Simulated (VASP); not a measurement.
# I (Fmmm) in VASP: settings compared

Aim: see how the results for I move with the level of theory and the settings. Levels: PBE, PBE+D4. Tasks: single point, relaxation of cell and atoms.

All numbers are computed with VASP 6.6.1; they aren't measurements. Logs are shortened: lines on timing, memory, paths and dates and some standing lists are left out, and cuts for length are marked.

## Step 1: The cell of the first run

The structure is orthorhombic, space group Fmmm (No. 69). The conventional cell has a = 4.384 Å, b = 4.731 Å, c = 7.820 Å, α = 90.00°, β = 90.00°, γ = 90.00°. I (site symmetry mmm) has 4 I at 3.23 Å within 4.2 Å.

## Step 2: Single point, PBE

Contents of INCAR:

```
ALGO = Normal ; EDIFF = 1E-7
ENCUT = 520 ; GGA = PE
ISIF = 2 ; ISMEAR = 0
LASPH = T ; LCHARG = F
LREAL = F ; LWAVE = F
NBANDS = 10 ; NELM = 100
PREC = Accurate ; SIGMA = 0.011
```

Contents of KPOINTS:

```
k-points
0
Gamma
  9 9 9
```

Contents of POSCAR:

```
I
1.0
    0.0000000000      2.3656004428      3.9098401324
    2.1922454667      0.0000000000      3.9098401324
    2.1922454667      2.3656004428      0.0000000000
I
1
Direct
    0.0000000000      0.0000000000      0.0000000000
```

Potentials or basis: VASP PAW PBE potentials, release 64 (I).

Started as:

```
cat potpaw_PBE.64/I/POTCAR > POTCAR
mpirun -np 1 vasp_std > vasp.out
```

OUTCAR:

```text
EDIFF = 1E-7
   ENCUT = 520
   GGA = PE
   ISIF = 2
   ISMEAR = 0
   LASPH = T
   LREAL = F
   NELM = 100
   PREC = Accurate

 ion  position               nearest neighbor table
   1  0.000  0.000  0.000-

  LATTYP: Found a face centered orthorhombic cell.
 ALAT       =     4.3844909334
 B/A-ratio  =     1.0790764441
 C/A-ratio  =     1.7834864717

  Lattice vectors:

 A1 = (   0.0000000000,   2.3656004428,   3.9098401324)
 A2 = (   2.1922454667,   0.0000000000,   3.9098401324)
 A3 = (   2.1922454667,   2.3656004428,   0.0000000000)

Analysis of symmetry for initial positions (statically):
=====================================================================
 Subroutine PRICEL returns:
 Original cell was already a primitive cell.

 Routine SETGRP: Setting up the symmetry group for a
 face centered orthorhombic supercell.

 Subroutine GETGRP returns: Found  8 space group operations
 (whereof  8 operations were pure point group operations)
 out of a pool of  8 trial point group operations.

The static configuration has the point symmetry D_2h.

Analysis of symmetry for dynamics (positions and initial velocities):
=====================================================================
 Subroutine PRICEL returns:
 Original cell was already a primitive cell.

 Routine SETGRP: Setting up the symmetry group for a
 face centered orthorhombic supercell.

 Subroutine GETGRP returns: Found  8 space group operations
 (whereof  8 operations were pure point group operations)
 out of a pool of  8 trial point group operations.

The dynamic configuration has the point symmetry D_2h.

 Subroutine INISYM returns: Found  8 space group operations
 (whereof  8 operations are pure point group operations),
 and found     1 'primitive' translations

----------------------------------------------------------------------------------------

                                     Primitive cell

  volume of cell :      40.5527

  direct lattice vectors                    reciprocal lattice vectors
     0.000000000  2.365600443  3.909840132    -0.228076649  0.211362828  0.127882467
     2.192245467  0.000000000  3.909840132     0.228076649 -0.211362828  0.127882467
     2.192245467  2.365600443  0.000000000     0.228076649  0.211362828 -0.127882467

  length of vectors
     4.569782852  4.482498193  3.225214046     0.336224818  0.336224818  0.336224818

  position of ions in fractional coordinates (direct lattice)
     0.000000000  0.000000000  0.000000000

  ion indices of the primitive-cell ions
   primitive index   ion index
                 1           1

----------------------------------------------------------------------------------------

 KPOINTS: k-points

Automatic generation of k-mesh.
 Grid dimensions read from file:
 generate k-points for:    9    9    9

 Generating k-lattice:

  Cartesian coordinates                     Fractional coordinates (reciprocal lattice)
    -0.025341850  0.023484759  0.014209163     0.111111111  0.000000000  0.000000000
     0.025341850 -0.023484759  0.014209163     0.000000000  0.111111111  0.000000000
     0.025341850  0.023484759 -0.014209163     0.000000000  0.000000000  0.111111111

  Length of vectors
     0.037358313  0.037358313  0.037358313

  Shift w.r.t. Gamma in fractional coordinates (k-lattice)
     0.000000000  0.000000000  0.000000000

 Subroutine IBZKPT returns following result:
 ===========================================

 Found    125 irreducible k-points:

 Following reciprocal coordinates:
            Coordinates               Weight
  0.000000  0.000000  0.000000      1.000000
  0.111111  0.000000  0.000000      8.000000
  0.222222  0.000000  0.000000      8.000000
  0.333333  0.000000  0.000000      8.000000
  0.444444  0.000000  0.000000      8.000000
  0.111111  0.111111  0.000000      2.000000
[... 16 lines left out ...]
 -0.333333  0.333333 -0.000000      4.000000
  0.444444  0.444444  0.000000      2.000000
 [... further k-points ...]
   k-points           NKPTS =    125   k-points in BZ     NKDIM =    125   number of bands    NBANDS=     10
   number of dos      NEDOS =    301   number of ions     NIONS =      1
   total plane-waves  NPLWV =  31104
   dimension x,y,z NGX =    36 NGY =   36 NGZ =   24
   dimension x,y,z NGXF=    72 NGYF=   72 NGZF=   48
   ions per type =               1
   NGX,Y,Z   is equivalent  to a cutoff of  13.10, 13.35, 12.37 a.u.
   NGXF,Y,Z  is equivalent  to a cutoff of  26.19, 26.70, 24.74 a.u.
 SYSTEM =  unknown system
   PREC   = accura    normal or accurate (medium, high low for compatibility)
   ISTART =      0    job   : 0-new  1-cont  2-samecut
   ICHARG =      2    charge: 1-file 2-atom 10-const
   ISPIN  =      1    spin polarized calculation?
   LNONCOLLINEAR =      F non collinear calculations
   LSORBIT =      F    spin-orbit coupling
   LASPH  =      T    aspherical Exc in radial PAW
   ENCUT  =  520.0 eV  38.22 Ry    6.18 a.u.   8.50  8.33  6.00*2*pi/ulx,y,z
   NELM   =    100;   NELMIN=  2; NELMDL= -5     # of ELM steps
   EDIFF  = 0.1E-06   stopping-criterion for ELM
   LREAL  =      F    real-space projection
   EDIFFG = 0.1E-05   stopping-criterion for IOM
   NSW    =      0    number of steps for IOM
   IBRION =     -1    ionic relax: 0-MD 1-quasi-New 2-CG
   NFREE  =      0    steps in history (QN), initial steepest desc. (CG)
   ISIF   =      2    stress and relaxation
   ISYM   =      2    0-nonsym 1-usesym 2-fastsym
   POTIM  = 0.5000    time-step for ionic-motion
   TEBEG  =    0.0;   TEEND  =   0.0 temperature during run
   PSTRESS=    0.0 pullay stress
   NELECT =       7.0000    total number of electrons
   NUPDOWN=      -1.0000    fix difference up-down
   EMIN   =  10.00;   EMAX   =-10.00  energy-range for DOS
   EFERMI =   0.00;   METHOD = LEGACY
   ISMEAR =     0;   SIGMA  =   0.01  broadening in eV -4-tet -1-fermi 0-gaus
   EFERMI_NEDOS =   21; number of points for ismear=-14 and -15
   IALGO  =     38    algorithm
   IMIX   =      4    mixing-type and parameters
     AMIX     =   0.40;   BMIX     =  1.00
     AMIX_MAG =   1.60;   BMIX_MAG =  1.00
  volume/ion in A,a.u.               =      40.55       273.66
  Fermi-wavevector in a.u.,A,eV,Ry     =   0.911523  1.722529 11.304731  0.830874
  Thomas-Fermi vector in A             =   2.035812
   LORBIT       =      0    0 simple, 1 ext, 2 COOP (PROOUT), +10 PAW based schemes
   GGA     = PE    functional components
   LHFCALC =     F    Hartree Fock is set to
   AEXX    =    0.0000 exact exchange contribution
   IVDW    =     0    specifies the selected vdW correction
   LEPSILON=     F    determine dielectric tensor
   LRPA    =     F    only Hartree local field effects (RPA)
 non-spin polarized calculation
 Gauss-broadening in eV      SIGMA  =   0.01
  energy-cutoff  :      520.00
  volume of cell :       40.55
 maximum number of plane-waves:      1109
 NGX is ok and might be reduce to    36
   NGX = 17   NGY = 17   NGZ = 11

 number of electron       7.0000000 magnetization

 Free energy of the ion-electron system (eV)
  ---------------------------------------------------
  ext. energy  EPLUGINS =         0.00000000
  ---------------------------------------------------
  free energy    TOTEN  =        -1.38908208 eV

  energy without entropy =       -1.38901119  energy(sigma->0) =       -1.38904664

 E-fermi :   3.4930     XC(G=0):  -8.2598

 val. band max:        3.4763135528   @ k =   0.4444   0.3333   0.1111
 cond. band min:       3.4940525167   @ k =  -0.2222   0.0000   0.1111
 fundamental gap:      0.0177389639
 Fermi energy:         3.4929869087

 k-point     1 :       0.0000    0.0000    0.0000
  band No.  band energies     occupation
      1     -10.3837      2.00000
      2       1.5530      2.00000
      3       4.2729      0.00000
      4       4.5465      0.00000
      5       8.0361      0.00000
      6      10.9728      0.00000
      7      11.7009      0.00000
      8      15.6110      0.00000
      9      15.9271      0.00000
     10      15.9288      0.00000

 k-point     2 :       0.1111    0.0000    0.0000
  band No.  band energies     occupation
      1     -10.2526      2.00000
      2       1.5497      2.00000
      3       3.2979      2.00000
      4       4.5031      0.00000
      5       8.3987      0.00000
      6      11.3600      0.00000
      7      12.7353      0.00000
      8      13.4643      0.00000
      9      15.9172      0.00000
     10      16.6177      0.00000

 k-point     3 :       0.2222    0.0000    0.0000
  band No.  band energies     occupation
      1      -9.8864      2.00000
      2       1.2216      2.00000
      3       1.6737      2.00000
      4       4.7115      0.00000
      5       9.1320      0.00000
      6      11.5837      0.00000
      7      11.7870      0.00000
      8      15.4237      0.00000
      9      16.3478      0.00000
     10      17.0562      0.00000

 k-point     4 :       0.3333    0.0000    0.0000
  band No.  band energies     occupation
      1      -9.3880      2.00000
      2      -0.4917      2.00000
      3       1.6835      2.00000
      4       4.9827      0.00000
      5       8.9822      0.00000
      6      11.8404      0.00000
      7      12.2069      0.00000
      8      15.5815      0.00000
      9      17.0841      0.00000
     10      17.6721      0.00000
[... 222 lines left out ...]
 k-point    22 :      -0.4444    0.3333   -0.0000
  band No.  band energies     occupation
      1      -9.6983      2.00000
      2       0.0310      2.00000
      3       1.1376      2.00000
      4       4.5585      0.00000
      5      11.1896      0.00000
      6      12.2023      0.00000
      7      14.4519      0.00000
      8      16.7502      0.00000
      9      17.2247      0.00000
     10      17.5318      0.00000

 k-point    23 :      -0.3333    0.3333   -0.0000
  band No.  band energies     occupation
      1      -9.2609      2.00000
      2      -0.5828      2.00000
      3       0.6170      2.00000
      4       4.8856      0.00000
      5      10.8553      0.00000
      6      11.7810      0.00000
      7      13.9338      0.00000
      8      15.8754      0.00000
      9      17.7408      0.00000
     10      18.0819      0.00000

 k-point    24 :       0.4444    0.4444    0.0000
  band No.  band energies     occupation
      1     -10.1433      2.00000
      2      -0.5177      2.00000
      3       4.0564      0.00000
      4       4.3501      0.00000
      5      10.4656      0.00000
      6      10.8053      0.00000
      7      13.8618      0.00000
      8      18.2933      0.00000
      9      18.3767      0.00000
     10      18.5667      0.00000

 [... further k-points ...]
[... 5 lines left out ...]
  --------------------------------------------------------------------------------------
  -------------------------------------------------------------------------------------
  Total        0.1003873      0.0181344      0.1921035      0.0000000      0.0000000      0.0000000
  in kB        3.9661541      0.7164632      7.5897300      0.0000000      0.0000000      0.0000000
  external PRESSURE =       4.0907824 kB  Pullay stress =       0.0000000 kB

 VOLUME and BASIS-vectors are now :
 -----------------------------------------------------------------------------
  energy-cutoff  :      520.00
  volume of cell :       40.55
      direct lattice vectors                 reciprocal lattice vectors
     0.000000000  2.365600443  3.909840132    -0.228076649  0.211362828  0.127882467
     2.192245467  0.000000000  3.909840132     0.228076649 -0.211362828  0.127882467
     2.192245467  2.365600443  0.000000000     0.228076649  0.211362828 -0.127882467

 POSITION                                       TOTAL-FORCE (eV/Angst)
 -----------------------------------------------------------------------------------
      0.00000      0.00000      0.00000        -0.000000      0.000000      0.000000
 -----------------------------------------------------------------------------------
    total drift:                                0.000000      0.000000      0.000000

  FREE ENERGIE OF THE ION-ELECTRON SYSTEM (eV)
  ---------------------------------------------------
  free  energy   TOTEN  =        -1.3890820829 eV

  energy  without entropy=       -1.3890111908  energy(sigma->0) =       -1.38904664
```

Run time: 22 s. Hardware: 1 thread of Intel Xeon 6975P-C, shared host; peak memory 0.2 GiB.

What came out:

```
Free energy : -1.3891 eV
Pressure    : 0.4 GPa
```

Caveat: spin-orbit coupling is left out, which moves the levels of the heavy elements; an odd number of electrons without spin polarisation forces a metal; a magnetic or distorted state may lie lower.

## Step 3: Relaxation of cell and atoms, PBE

Contents of INCAR:

```
SYSTEM = I
PREC = Accurate ; ENCUT = 600
EDIFF = 1E-6 ; ISMEAR = -1
SIGMA = 0.05 ; LREAL = .FALSE.
LASPH = .TRUE. ; NELM = 100
ALGO = Normal ; ISIF = 3
LWAVE = .FALSE. ; LCHARG = .FALSE.
GGA = PE ; IBRION = 2
NSW = 60 ; EDIFFG = -0.01
```

Contents of KPOINTS:

```
regular mesh
0
G
  9 9 9
  0 0 0
```

POSCAR is that of step 2.

Potentials or basis: VASP PAW PBE potentials, release 64 (I).

Started as:

```
cat potpaw_PBE.64/I/POTCAR > POTCAR
mpirun -np 1 vasp_std > vasp.out
```

It took 3.5 min on 1 thread of Intel Xeon 6975P-C, shared host; peak memory 0.23 GiB.

Results (log left out):

- Free energy: -1.4038 eV
- Relaxed volume: 47.59 Å³/atom
- Relaxed cell: a = 5.095 Å, b = 5.074 Å, c = 3.238 Å, α = 71.78°, β = 71.09°, γ = 37.13°
- Space group after relaxing (to 0.05 Å): Fmmm (No. 69)
- Energy gained by relaxing: 12.2 meV/atom
- Ionic steps: 11
- Pressure after relaxing: 0.0 GPa

Step by step:
```csv
step,energy change (eV),largest force (eV/Å),pressure (GPa),volume (Å³)
1,0.0000,0.0000,0.43,40.55
2,-0.0020,0.0000,0.19,41.20
3,-0.0039,0.0000,-0.39,42.88
4,-0.0049,0.0000,-0.35,43.07
5,-0.0074,0.0000,-0.26,43.63
6,-0.0104,0.0000,-0.03,44.73
7,-0.0107,0.0000,0.48,46.85
8,-0.0114,0.0000,0.27,45.97
9,-0.0120,0.0000,0.08,46.90
10,-0.0121,0.0000,-0.09,47.87
11,-0.0122,0.0000,0.00,47.59
```

Final structure:
```xyz
1
Lattice="0.0000 2.3126 4.5401 2.2664 0.0000 4.5401 2.2664 2.3126 0.0000" Properties=species:S:1:pos:R:3 pbc="T T T"
I     0.0000    0.0000    0.0000
```

Levels at points of the mesh, in eV from the Fermi level:
```csv
k point,band 1,band 2,band 3,band 4,band 5,band 6,band 7
"(0.00, 0.00, 0.00)",-13.72,-2.53,0.75,0.83,4.05,7.27,7.86
```

Caveat: the volume moved by over 15 % at a fixed basis, so the end points are rough; spin-orbit coupling is left out, which moves the levels of the heavy elements; an odd number of electrons without spin polarisation forces a metal; a magnetic or distorted state may lie lower.

(Part 1 of 2 ends here.)
